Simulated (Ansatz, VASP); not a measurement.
Mo in VASP and in Ansatz

```xyz
2
Lattice="2.3793 0.0000 0.0000 -1.1896 2.0605 0.0000 0.0000 0.0000 3.8126" Properties=species:S:1:pos:R:3 pbc="T T T"
Mo    0.0000    1.3737    0.9532
Mo    1.1896    0.6868    2.8595
```

Change from the starting cell: volume scaled by 0.58, PAW files.

Alike in both runs: task single point; functional PBE; k mesh 15 × 15 × 8; occupations fermi-dirac, width 0.08 eV; no spin polarisation.

|  | VASP | Ansatz |
| --- | --- | --- |
| version | VASP 6.6.1 | Ansatz 0.2.0 |
| potentials or method | VASP PAW PBE potentials, release 64 (Mo_sv) | PAW with Ansatz's default frozen-core files, scalar-relativistic |
| plane-wave cutoff (eV) | 520 | 420 |
| valence electrons in the cell | 28 | 28 |

Ansatz gave:

| Quantity | Value |
| --- | --- |
| pressure (GPa) | 361.9 |
| traceless stress, the component that is largest in VASP (GPa) | -0.03 |

Problem. Estimate VASP's values.

Solution. Pressure (GPa): 368.8; traceless stress, the component that is largest in VASP (GPa): 0.26.

Both programs put the cell under a high pressure, so it lies far from rest at this level. With one functional, cell and mesh, what is left measures potentials, basis and numerics.

Noted on VASP's run: the cell as given lies far from equilibrium.
